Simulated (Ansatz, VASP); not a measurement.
Pt: VASP beside Ansatz

```
Pt
1.0
     0.00000   -3.13897    0.00000
    -3.13897    0.00000    0.00000
     0.00000    0.00000   -3.13897
Pt
2
Direct
  0.49540 0.49540 0.49540
  0.00460 0.00460 0.00460
```

Change from the starting cell: mode 4 (144.5 1/cm) frozen in, largest displacement +0.025 Å.

Alike in both runs: task single point; functional r2SCAN; k mesh 20 × 20 × 20; occupations gaussian, width 0.15 eV; no spin polarisation.

```csv
,VASP,Ansatz
version,VASP 6.6.1,Ansatz 0.2.0
potentials or method,"VASP PAW PBE potentials, release 64 (Pt), cutoff 520 eV","scalar-relativistic, plane waves, PAW"
valence electrons in the cell,20,36
```

Ansatz gave:

```
gap on the k mesh at the Fermi level (eV)                     : none
pressure (GPa)                                                : 0.4
traceless stress, the component that is largest in VASP (GPa) : 0.17
rms of the force components (eV/Å)                            : 0.219
```

Question: Estimate VASP's values.

Answer: gap on the k mesh at the Fermi level (eV): none; pressure (GPa): 1.1; traceless stress, the component that is largest in VASP (GPa): 0.17; rms of the force components (eV/Å): 0.221.

VASP's potentials were made for PBE, not for r2SCAN. Atom by atom the forces differ by 0.002 eV/Å (rms over components). A gap of «none» marks a metal or a gap that the smearing closes. The functional is the same, so the differences come from potentials, cutoffs and numerics. VASP's potentials hold 20 valence electrons a cell and Ansatz's 36, so a difference there can come from the potentials and not from the codes.

Spin-orbit coupling is off throughout.
